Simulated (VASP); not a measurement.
# TaN (P-62m) in VASP: single point with LDA

Aim: the single point of TaN with LDA.

Everything below comes from runs of VASP 6.6.1. Logs are shortened: lines on timing, memory, paths and dates and some standing lists are left out, and cuts for length are marked.

## (1) The cell of the first run

The structure is hexagonal, space group P-62m (No. 189). The conventional cell has a = 5.143 Å, b = 5.143 Å, c = 2.881 Å, α = 90.00°, β = 90.00°, γ = 120.00°. Within 3.0 Å of Ta (site symmetry -6) lie 6 N at 2.14 Å and 5 Ta at 2.88 to 2.97 Å. Within 2.7 Å of Ta (site symmetry -62m) lie 3 N at 2.02 Å. N (site symmetry m2m) has 5 Ta at 2.02 to 2.14 Å and 6 N at 2.74 to 2.88 Å within 2.9 Å.

## (2) Single point, LDA

File INCAR:

```
SYSTEM = TaN
  PREC = Accurate
  ENCUT = 700
  EDIFF = 1E-6
  ISMEAR = 0
  SIGMA = 0.05
  LREAL = .FALSE.
  LASPH = .TRUE.
  NELM = 120
  ALGO = Normal
  ISIF = 2
  LWAVE = .FALSE.
  LCHARG = .FALSE.
  GGA = CA
  NBANDS = 36
  GGA_COMPAT = .FALSE.
```

File KPOINTS:

```
Automatic mesh
0
G
  6 6 8
  0 0 0
```

File POSCAR:

```
TaN
1.0
    5.1431850724      0.0000000000      0.0000000000
   -2.5715925362      4.4541289291      0.0000000000
    0.0000000000      0.0000000000      2.8814110359
Ta N
3 3
Direct
    0.3333333333      0.6666666667      0.5000000000
    0.6666666667      0.3333333333      0.5000000000
    0.0000000000      0.0000000000      0.0000000000
    0.3934389702      0.0000000000      0.0000000000
    0.6065610298      0.6065610298      0.0000000000
    0.0000000000      0.3934389702      0.0000000000
```

Potentials or basis: VASP PAW LDA potentials, release 64 (Ta_sv_GW, N).

On the command line:

```
$ cat potpaw_LDA.64/Ta_sv_GW/POTCAR potpaw_LDA.64/N/POTCAR > POTCAR
$ mpirun -np 1 vasp_std > vasp.out
```

OUTCAR:

```text
SYSTEM = TaN
   PREC = Accurate
   ENCUT = 700
   EDIFF = 1E-6
   ISMEAR = 0
   LREAL = .FALSE.
   LASPH = .TRUE.
   NELM = 120
   ISIF = 2
   GGA = CA

 ion  position               nearest neighbor table
   1  0.333  0.667  0.500-   4 2.14   4 2.14   6 2.14   6 2.14   5 2.14   5 2.14   2 2.97   2 2.97
                             2 2.97   3 3.30   3 3.30   3 3.30   3 3.30   3 3.30   3 3.30
   2  0.667  0.333  0.500-   6 2.14   6 2.14   4 2.14   4 2.14   5 2.14   5 2.14   1 2.97   1 2.97
                             1 2.97   3 3.30   3 3.30   3 3.30   3 3.30   3 3.30   3 3.30
   3  0.000  0.000  0.000-   4 2.02   5 2.02   6 2.02   2 3.30   1 3.30   1 3.30   2 3.30   2 3.30
                             2 3.30   1 3.30   1 3.30   2 3.30   2 3.30   1 3.30   1 3.30
   4  0.393  0.000  0.000-   3 2.02   1 2.14   1 2.14   2 2.14   2 2.14
   5  0.607  0.607  0.000-   3 2.02   1 2.14   1 2.14   2 2.14   2 2.14
   6  0.000  0.393  0.000-   3 2.02   2 2.14   2 2.14   1 2.14   1 2.14

  LATTYP: Found a hexagonal cell.
 ALAT       =     5.1431850724
 C/A-ratio  =     0.5602386450

  Lattice vectors:

 A1 = (   5.1431850724,   0.0000000000,   0.0000000000)
 A2 = (  -2.5715925362,   4.4541289291,   0.0000000000)
 A3 = (   0.0000000000,   0.0000000000,   2.8814110359)

Analysis of symmetry for initial positions (statically):
=====================================================================
 Subroutine PRICEL returns:
 Original cell was already a primitive cell.

 Routine SETGRP: Setting up the symmetry group for a
 hexagonal supercell.

 Subroutine GETGRP returns: Found 12 space group operations
 (whereof 12 operations were pure point group operations)
 out of a pool of 24 trial point group operations.

The static configuration has the point symmetry D_3h.

Analysis of symmetry for dynamics (positions and initial velocities):
=====================================================================
 Subroutine PRICEL returns:
 Original cell was already a primitive cell.

 Routine SETGRP: Setting up the symmetry group for a
 hexagonal supercell.

 Subroutine GETGRP returns: Found 12 space group operations
 (whereof 12 operations were pure point group operations)
 out of a pool of 24 trial point group operations.

The dynamic configuration has the point symmetry D_3h.

 Subroutine INISYM returns: Found 12 space group operations
 (whereof 12 operations are pure point group operations),
 and found     1 'primitive' translations

----------------------------------------------------------------------------------------

                                     Primitive cell

[... 104 lines left out ...]
   ISIF   =      2    stress and relaxation
   ISYM   =      2    0-nonsym 1-usesym 2-fastsym
   POTIM  = 0.5000    time-step for ionic-motion
   TEBEG  =    0.0;   TEEND  =   0.0 temperature during run
   PSTRESS=    0.0 pullay stress
   NELECT =      54.0000    total number of electrons
   NUPDOWN=      -1.0000    fix difference up-down
   EMIN   =  10.00;   EMAX   =-10.00  energy-range for DOS
   EFERMI =   0.00;   METHOD = LEGACY
   ISMEAR =     0;   SIGMA  =   0.05  broadening in eV -4-tet -1-fermi 0-gaus
   EFERMI_NEDOS =   21; number of points for ismear=-14 and -15
   IALGO  =     38    algorithm
   IMIX   =      4    mixing-type and parameters
     AMIX     =   0.40;   BMIX     =  1.00
     AMIX_MAG =   1.60;   BMIX_MAG =  1.00
  volume/ion in A,a.u.               =      11.00        74.24
  Fermi-wavevector in a.u.,A,eV,Ry     =   1.531109  2.893376 31.896056  2.344294
  Thomas-Fermi vector in A             =   2.638499
   LORBIT       =      0    0 simple, 1 ext, 2 COOP (PROOUT), +10 PAW based schemes
   GGA     = CA    functional components
   LHFCALC =     F    Hartree Fock is set to
   AEXX    =    0.0000 exact exchange contribution
   IVDW    =     0    specifies the selected vdW correction
   LEPSILON=     F    determine dielectric tensor
   LRPA    =     F    only Hartree local field effects (RPA)
 non-spin polarized calculation
 Gauss-broadening in eV      SIGMA  =   0.05
  energy-cutoff  :      700.00
  volume of cell :       66.01
 maximum number of plane-waves:      2808
 NGX is ok and might be reduce to    48
   NGX = 23   NGY = 23   NGZ = 13

 number of electron      53.9999997 magnetization

 Free energy of the ion-electron system (eV)
  ---------------------------------------------------
  ext. energy  EPLUGINS =         0.00000000
  ---------------------------------------------------
  free energy    TOTEN  =       -81.69713242 eV

  energy without entropy =      -81.69691941  energy(sigma->0) =      -81.69702591

 E-fermi :  12.6415     XC(G=0): -13.7905

 val. band max:       12.5740886876   @ k =   0.1667   0.0000   0.0000
 cond. band min:      12.7271919702   @ k =   0.5000   0.0000   0.2500
 fundamental gap:      0.1531032826
 Fermi energy:        12.6415233479

 k-point     1 :       0.0000    0.0000    0.0000
  band No.  band energies     occupation
      1     -56.4842      2.00000
      2     -56.4308      2.00000
      3     -55.8641      2.00000
      4     -23.5513      2.00000
      5     -23.5513      2.00000
      6     -23.1684      2.00000
[... 925 lines left out ...]
     35      16.6181      0.00000
     36      17.8029      0.00000

 [... further k-points ...]

------------------------ aborting loop because EDIFF is reached ----------------------------------------

  FORCE on cell =-STRESS in cart. coord.  units (eV):
  Direction    XX          YY          ZZ          XY          YZ          ZX
  --------------------------------------------------------------------------------------
  -------------------------------------------------------------------------------------
  Total        0.8059192      0.8059192     -0.2953541      0.0000000      0.0000000      0.0000000
  in kB       19.5614903     19.5614903     -7.1689159      0.0000000      0.0000000      0.0000000
  external PRESSURE =      10.6513549 kB  Pullay stress =       0.0000000 kB

 VOLUME and BASIS-vectors are now :
 -----------------------------------------------------------------------------
  energy-cutoff  :      700.00
  volume of cell :       66.01
      direct lattice vectors                 reciprocal lattice vectors
     5.143185072  0.000000000  0.000000000     0.194432047  0.112255394  0.000000000
    -2.571592536  4.454128929  0.000000000     0.000000000  0.224510789  0.000000000
     0.000000000  0.000000000  2.881411036     0.000000000  0.000000000  0.347052186

 POSITION                                       TOTAL-FORCE (eV/Angst)
 -----------------------------------------------------------------------------------
     -0.00000      2.96942      1.44071         0.000000      0.000000      0.000000
      2.57159      1.48471      1.44071         0.000000      0.000000      0.000000
      0.00000      0.00000      0.00000         0.000000      0.000000      0.000000
      2.02353      0.00000      0.00000         0.018602      0.000000     -0.000000
      1.55983      2.70170      0.00000        -0.009301     -0.016110      0.000000
     -1.01176      1.75243      0.00000        -0.009301      0.016110      0.000000
 -----------------------------------------------------------------------------------
    total drift:                               -0.000000     -0.000000      0.000000

  FREE ENERGIE OF THE ION-ELECTRON SYSTEM (eV)
  ---------------------------------------------------
  free  energy   TOTEN  =       -81.6971324173 eV

  energy  without entropy=      -81.6969194080  energy(sigma->0) =      -81.69702591
```

OSZICAR:

```text
N       E                     dE             d eps       ncg     rms          rms(c)
DAV:   1     0.524489523608E+03    0.52449E+03   -0.39598E+04  2520   0.194E+03
DAV:   2    -0.559066707638E+02   -0.58040E+03   -0.56728E+03  3160   0.437E+02
DAV:   3    -0.941272291027E+02   -0.38221E+02   -0.37969E+02  3288   0.111E+02
[... 10 lines left out ...]
DAV:  14    -0.816970998788E+02    0.58401E-03   -0.68542E-03  3372   0.432E-01    0.565E-01
DAV:  15    -0.816971710002E+02   -0.71121E-04   -0.25211E-04  3080   0.955E-02    0.341E+00
DAV:  16    -0.816971342002E+02    0.36800E-04   -0.11292E-04  3060   0.636E-02    0.266E-01
DAV:  17    -0.816971364087E+02   -0.22085E-05   -0.50470E-05  3208   0.313E-02    0.573E-01
DAV:  18    -0.816971324222E+02    0.39865E-05   -0.21613E-05  2972   0.231E-02    0.603E-02
DAV:  19    -0.816971324173E+02    0.48549E-08   -0.73835E-07  1656   0.446E-03
   1 F= -.81697132E+02 E0= -.81697026E+02  d E =-.213009E-03
```

Wall time 90 s (1 thread of Intel Xeon 6975P-C (Granite Rapids), shared host); peak memory 0.27 GiB.

What came out:

| Item | Value |
| --- | --- |
| Free energy | -81.6971 eV |
| Pressure | 1.1 GPa |
| Largest force | 0.019 eV/Å |
| Band gap on the k mesh | zero (bands 27 and 28 overlap by 3.19 eV) |

Forces in eV/Å, atoms in the order of the input:
```
Ta   0.000  0.000  0.000
Ta   0.000  0.000  0.000
Ta   0.000  0.000  0.000
N    0.019  0.000  0.000
N   -0.009 -0.016  0.000
N   -0.009  0.016  0.000
```

Levels at points of the mesh, in eV from the Fermi level:
```tsv
k point	band 23	band 24	band 25	band 26	band 27	band 28	band 29	band 30	band 31	band 32
(0.00, 0.00, 0.00)	-5.30	-4.50	-3.52	-2.13	-1.13	-1.13	0.37	0.37	1.73	1.83
(0.50, 0.00, 0.00)	-4.88	-4.14	-4.13	-3.05	-2.89	1.09	1.65	1.79	2.27	2.30
(0.00, 0.00, 0.50)	-4.74	-4.53	-3.12	-3.12	1.79	1.79	1.90	2.11	2.11	3.24
(0.50, 0.00, 0.50)	-4.90	-4.25	-3.52	-2.12	-1.18	0.34	1.26	3.20	3.23	3.33
```

Caveat: spin-orbit coupling is left out, which moves the levels of the heavy elements.

The gap in the log of VASP goes by the Fermi energy; the results here count the filled bands.